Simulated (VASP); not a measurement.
SrLi8Nb7O23 (a cell with a defect), 39 atoms in the cell. The cell holds a defect, 39 atoms: a = 5.550 Å, b = 11.101 Å, c = 11.101 Å, α = 55.75°, β = 55.75°, γ = 55.75°. 

```yaml
Program: VASP 6.6.1
Task: single point
Functional: PBE
Potentials_or_basis: VASP PAW PBE potentials, release 64 (Li_sv, Nb_sv, O, Sr_sv)
Cutoff: 650 eV
k_mesh: 1 × 1 × 1, shifted
Occupations: gaussian, width 0.01 eV
Spin: no spin polarisation
Dipole_correction: no
Charge: -1
Further_INCAR_settings: LREAL = Auto; ALGO = Normal; EDIFF = 1e-06; NBANDS = 156; ISYM = -1; NELECT = 264.0
```

Potentials or basis: VASP PAW PBE potentials, release 64 (Li_sv, Nb_sv, O, Sr_sv).

Launch:

```console
$ cat potpaw_PBE.64/Li_sv/POTCAR potpaw_PBE.64/Nb_sv/POTCAR potpaw_PBE.64/O/POTCAR potpaw_PBE.64/Sr_sv/POTCAR > POTCAR
$ mpirun -np 1 vasp_std > vasp.out
```

Hardware: 1 thread of Intel(R) Xeon(R) Platinum 8375C CPU @ 2.90GHz (Ice Lake) (shared host).

Problem. How long does it take, and how much memory?

Solution. Run time: 8 min on 1 thread of Intel(R) Xeon(R) Platinum 8375C CPU @ 2.90GHz (Ice Lake), with other jobs on the host, peak memory 0.89 GiB. Counts: scf iterations 17, k points 1.
